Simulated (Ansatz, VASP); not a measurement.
## One calculation of Nb, two programs

```xyz
1
Lattice="0.0000 2.0833 2.0516 2.0833 0.0000 2.0516 2.0833 2.0833 0.0000" Properties=species:S:1:pos:R:3 pbc="T T T"
Nb    0.0000    0.0000    0.0000
```

Change from the starting cell: strain -0.015 along x and y, -0.030 along z, atoms carried along.

Alike in both runs: task single point; functional r2SCAN; k mesh 20 × 20 × 20; occupations gaussian, width 0.15 eV; no spin polarisation.

```csv
,VASP,Ansatz
version,VASP 6.6.1,Ansatz 0.2.0
potentials or method,"VASP PAW PBE potentials, release 64 (Nb_sv), cutoff 520 eV","scalar-relativistic, plane waves, PAW"
valence electrons in the cell,13,13
```

Ansatz gave:

```
gap on the k mesh at the Fermi level (eV)                     : none
pressure (GPa)                                                : 8.8
traceless stress, the component that is largest in VASP (GPa) : -3.62
```

Task: Estimate VASP's values.

Result: gap on the k mesh at the Fermi level (eV): none; pressure (GPa): 8.6; traceless stress, the component that is largest in VASP (GPa): -3.61.

VASP's potentials were made for PBE, not for r2SCAN. A gap of «none» marks a metal or a gap that the smearing closes. With one functional, cell and mesh, what is left measures potentials, basis and numerics.
